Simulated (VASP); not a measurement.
# As (Im-3m) in VASP: notebook, part 2 of 2

VASP 6.6.1.

### 4 Relaxation of cell and atoms, PBE, target pressure 410 GPa, at which the enthalpy is minimised

This run uses another cell than the first one, of 8.34 Å³/atom, 1.005 times its volume.

INCAR reads:

```
ALGO     = Normal         # electronic algorithm
EDIFF    = 1E-7           # SCF threshold, eV
EDIFFG   = -0.005         # ionic threshold
ENCUT    = 600            # plane-wave cutoff, eV
GGA      = PE             # functional
IBRION   = 2              # ionic algorithm
ISIF     = 3              # what is computed and relaxed
ISMEAR   = -1             # smearing method
LASPH    = True           # aspherical terms in the spheres
LCHARG   = False          # write CHGCAR
LREAL    = False          # projectors in reciprocal space
LWAVE    = False          # write WAVECAR
NELM     = 100            # most SCF steps
NSW      = 60             # ionic steps
PREC     = Accurate       # precision mode
PSTRESS  = 4100.0       
SIGMA    = 0.1            # smearing width, eV
```

KPOINTS reads:

```
k-points
0
Gamma
  21 21 21
```

POSCAR reads:

```
As
1.0
   -1.2774706237      1.2774706237      1.2774706237
    1.2774706237     -1.2774706237      1.2774706237
    1.2774706237      1.2774706237     -1.2774706237
As
1
Direct
    0.0000000000      0.0000000000      0.0000000000
```

Potentials or basis: VASP PAW PBE potentials, release 64 (As).

Launch:

```
> cat potpaw_PBE.64/As/POTCAR > POTCAR
> mpirun -np 1 vasp_std > vasp.out
```

OUTCAR:

```text
EDIFF = 1E-7
   EDIFFG = -0.005
   ENCUT = 600
   GGA = PE
   IBRION = 2
   ISIF = 3
   ISMEAR = -1
   LASPH = True
   LREAL = False
   NELM = 100
   NSW = 60
   PREC = Accurate
   PSTRESS = 4100.0

 ion  position               nearest neighbor table
   1  0.000  0.000  0.000-

  LATTYP: Found a body centered cubic cell.
 ALAT       =     2.5549412474

  Lattice vectors:

 A1 = (  -1.2774706237,   1.2774706237,   1.2774706237)
 A2 = (   1.2774706237,  -1.2774706237,   1.2774706237)
 A3 = (   1.2774706237,   1.2774706237,  -1.2774706237)

Analysis of symmetry for initial positions (statically):
=====================================================================
 Subroutine PRICEL returns:
 Original cell was already a primitive cell.

 Routine SETGRP: Setting up the symmetry group for a
 body centered cubic supercell.

 Subroutine GETGRP returns: Found 48 space group operations
 (whereof 48 operations were pure point group operations)
 out of a pool of 48 trial point group operations.

The static configuration has the point symmetry O_h .

Analysis of symmetry for dynamics (positions and initial velocities):
=====================================================================
 Subroutine PRICEL returns:
 Original cell was already a primitive cell.

 Routine SETGRP: Setting up the symmetry group for a
 body centered cubic supercell.

 Subroutine GETGRP returns: Found 48 space group operations
 (whereof 48 operations were pure point group operations)
 out of a pool of 48 trial point group operations.

The dynamic configuration has the point symmetry O_h .

 Subroutine INISYM returns: Found 48 space group operations
 (whereof 48 operations are pure point group operations),
 and found     1 'primitive' translations

[... 113 lines left out ...]
  volume/ion in A,a.u.               =       8.34        56.27
  Fermi-wavevector in a.u.,A,eV,Ry     =   1.380471  2.608712 25.928620  1.905700
  Thomas-Fermi vector in A             =   2.505345
   LORBIT       =      0    0 simple, 1 ext, 2 COOP (PROOUT), +10 PAW based schemes
   GGA     = PE    functional components
   LHFCALC =     F    Hartree Fock is set to
   AEXX    =    0.0000 exact exchange contribution
   IVDW    =     0    specifies the selected vdW correction
   LEPSILON=     F    determine dielectric tensor
   LRPA    =     F    only Hartree local field effects (RPA)
 conjugate gradient relaxation of ions
 non-spin polarized calculation
  energy-cutoff  :      600.00
  volume of cell :        8.34
 maximum number of plane-waves:       321
 NGX is ok and might be reduce to    18
   NGX =  9   NGY =  9   NGZ =  9

--------------------------------------- Ionic step        1  -------------------------------------------

 number of electron       4.9999999 magnetization

 Free energy of the ion-electron system (eV)
  ---------------------------------------------------
  ext. energy  EPLUGINS =         0.00000000
  ---------------------------------------------------
  free energy    TOTEN  =         2.36745209 eV

  energy without entropy =        2.37591868  energy(sigma->0) =        2.37168538

------------------------ aborting loop because EDIFF is reached ----------------------------------------

  FORCE on cell =-STRESS in cart. coord.  units (eV):
  Direction    XX          YY          ZZ          XY          YZ          ZX
  --------------------------------------------------------------------------------------
  -------------------------------------------------------------------------------------
  Total       21.9633287     21.9633287     21.9633287     -0.0000000      0.0000000     -0.0000000
  in kB     4219.8400179   4219.8400179   4219.8400179     -0.0000000      0.0000000     -0.0000000
  external PRESSURE =     119.8400179 kB  Pullay stress =    4100.0000000 kB
[... 98 lines left out ...]
--------------------------------------- Ionic step        4  -------------------------------------------

 number of electron       4.9999999 magnetization

 Free energy of the ion-electron system (eV)
  ---------------------------------------------------
  ext. energy  EPLUGINS =         0.00000000
  ---------------------------------------------------
  free energy    TOTEN  =         2.19073716 eV

  energy without entropy =        2.19924786  energy(sigma->0) =        2.19499251

 E-fermi :  20.1439     XC(G=0): -14.7114

 val. band max:       20.0966532932   @ k =   0.1905   0.1429   0.0000
 cond. band min:      20.2186035998   @ k =   0.3810   0.1429   0.0952
 fundamental gap:      0.1219503066
 Fermi energy:        20.1438966441

 k-point     1 :       0.0000    0.0000    0.0000
  band No.  band energies     occupation
      1      -6.3263      2.00000
      2      36.7124      0.00000
      3      36.7124      0.00000
      4      36.7124      0.00000
      5      38.0710      0.00000
      6      38.0710      0.00000
[... 199 lines left out ...]
 k-point    24 :       0.1905    0.0952    0.0000
  band No.  band energies     occupation
      1      -3.3113      2.00000
      2      21.3410      0.00001
      3      25.3505      0.00000
      4      29.1696      0.00000
      5      34.6049      0.00000
      6      37.1826      0.00000

 [... further k-points ...]
[... 5 lines left out ...]
  --------------------------------------------------------------------------------------
  -------------------------------------------------------------------------------------
  Total       21.5136045     21.5136045     21.5136045      0.0000000      0.0000000      0.0000000
  in kB     4099.9634790   4099.9634790   4099.9634790      0.0000000      0.0000000      0.0000000
  external PRESSURE =      -0.0365210 kB  Pullay stress =    4100.0000000 kB
[... 20 lines left out ...]
  energy  without entropy=        2.1992478629  energy(sigma->0) =        2.19499251

  enthalpy is  TOTEN    =        23.7045333179 eV   P V=       21.5137961552

 reached required accuracy - stopping structural energy minimisation
```

CONTCAR:

```text
As
   1.00000000000000
    -1.2809374643074392    1.2809374643074392    1.2809374643074392
     1.2809374643074392   -1.2809374643074392    1.2809374643074392
     1.2809374643074392    1.2809374643074392   -1.2809374643074392
  As
     1
Direct
     0.0000000000000000    0.0000000000000000    0.0000000000000000

  0.00000000E+00  0.00000000E+00  0.00000000E+00
```

Wall time 22 s (1 thread of Intel Xeon Platinum 8559C (Emerald Rapids), shared host); peak memory 0.14 GiB.

Results:

| Property | Result |
| --- | --- |
| Free energy | 2.1907 eV |
| Relaxed volume | 8.41 Å³/atom |
| Relaxed cell | a = 2.219 Å, b = 2.219 Å, c = 2.219 Å, α = 109.47°, β = 109.47°, γ = 109.47° |
| Space group after relaxing (to 0.05 Å) | Im-3m (No. 229) |
| Energy change on relaxing (the enthalpy is what falls) | -176.7 meV/atom |
| Ionic steps | 4 |
| Pressure after relaxing | 410.0 GPa |

The path:
```tsv
step	energy change (eV)	largest force (eV/Å)	pressure (GPa)	volume (Å³)
1	0.0000	0.0000	421.98	8.34
2	-1.7456	0.0000	306.53	9.11
3	-0.1845	0.0000	409.47	8.41
4	-0.1767	0.0000	410.00	8.41
```

Final structure:
```yaml
crystal:
  lattice:
    - [-1.28094, 1.28094, 1.28094]
    - [1.28094, -1.28094, 1.28094]
    - [1.28094, 1.28094, -1.28094]
  atoms:
    - { symbol: As, position: [0.00000, 0.00000, 0.00000] }
```

Caveat: the cell is relaxed towards a set pressure, so the enthalpy falls and the energy may rise.

### 5 Relaxation of cell and atoms, PBE, target pressure 410 GPa, at which the enthalpy is minimised

INCAR reads:

```
SYSTEM = As
PREC     = Accurate       ! precision mode
ENCUT    = 600            ! plane-wave cutoff, eV
EDIFF    = 1E-7           ! SCF threshold, eV
ISMEAR   = -1             ! smearing method
SIGMA    = 0.1            ! smearing width, eV
LREAL    = .FALSE.        ! projectors in reciprocal space
LASPH    = .TRUE.         ! aspherical terms in the spheres
NELM     = 80             ! most SCF steps
ALGO     = Normal         ! electronic algorithm
ISIF     = 3              ! what is computed and relaxed
LWAVE    = .FALSE.        ! write WAVECAR
LCHARG   = .FALSE.        ! write CHGCAR
GGA      = PE             ! functional
IBRION   = 2              ! ionic algorithm
NSW      = 32             ! ionic steps
EDIFFG   = -0.005         ! ionic threshold
PSTRESS  = 4100.0
```

KPOINTS reads:

```
regular mesh
0
G
  21 21 21
  0 0 0
```

POSCAR reads:

```
As
1.0
   -1.2754918273      1.2754918273      1.2754918273
    1.2754918273     -1.2754918273      1.2754918273
    1.2754918273      1.2754918273     -1.2754918273
As
1
Direct
    0.0000000000      0.0000000000      0.0000000000
```

Launch:

```
> cat potpaw_PBE.64/As/POTCAR > POTCAR
> mpirun -np 1 vasp_std > vasp.out
```

Wall time 21 s (1 thread of Intel Xeon Platinum 8559C (Emerald Rapids), shared host); peak memory 0.14 GiB.

It converged, with:

```
Free energy                                            : 2.1906 eV
Relaxed volume                                         : 8.41 Å³/atom
Relaxed cell                                           : a = 2.219 Å, b = 2.219 Å, c = 2.219 Å, α = 109.47°, β = 109.47°, γ = 109.47°
Space group after relaxing (to 0.05 Å)                 : Im-3m (No. 229)
Energy change on relaxing (the enthalpy is what falls) : -279.6 meV/atom
Ionic steps                                            : 4
Pressure after relaxing                                : 410.0 GPa
```

The path:
```csv
step,energy change (eV),largest force (eV/Å),pressure (GPa),volume (Å³)
1,0.0000,0.0000,428.98,8.30
2,-2.5947,0.0000,259.75,9.54
3,-0.2992,0.0000,408.66,8.41
4,-0.2796,0.0000,409.99,8.41
```

Final structure:
```cif
data_structure
_symmetry_space_group_name_H-M 'P 1'
_symmetry_Int_Tables_number 1
_cell_length_a 2.2187
_cell_length_b 2.2187
_cell_length_c 2.2187
_cell_angle_alpha 109.471
_cell_angle_beta 109.471
_cell_angle_gamma 109.471
_cell_volume 8.41
loop_
_atom_site_label
_atom_site_type_symbol
_atom_site_fract_x
_atom_site_fract_y
_atom_site_fract_z
_atom_site_occupancy
As1 As 0.00000 0.00000 0.00000 1
```

Levels at points of the mesh, in eV from the Fermi level:
| k point | band 1 | band 2 | band 3 | band 4 | band 5 | band 6 |
| --- | --- | --- | --- | --- | --- | --- |
| (0.00, 0.00, 0.00) | -26.47 | 16.57 | 16.57 | 16.57 | 17.93 | 17.93 |

Caveat: the cell is relaxed towards a set pressure, so the enthalpy falls and the energy may rise.

### 6 Overview

| task | cell | cutoff (eV) | gap on the mesh (eV) | pressure (GPa) |
| --- | --- | --- | --- | --- |
| single point | a = 2.209 Å, angles 109.5°, 1 atom | 520 | none | 429.4 |
| relaxation of cell and atoms | relaxed to 410 GPa from a = 2.213 Å, angles 109.5°, 1 atom | 600 | none | 410.0 |
| relaxation of cell and atoms | relaxed to 410 GPa from a = 2.209 Å, angles 109.5°, 1 atom | 600 | none | 410.0 |

Alike in all rows: level PBE; potentials or basis VASP PAW PBE potentials, release 64 (As); no spin polarisation; k mesh 21 × 21 × 21; smearing fermi-dirac 0.1 eV.

Caveats: the cell is relaxed towards a set pressure, so the enthalpy falls and the energy may rise (some runs).

Total energies depend on the potentials used, so only differences within one code and one set of settings carry meaning.
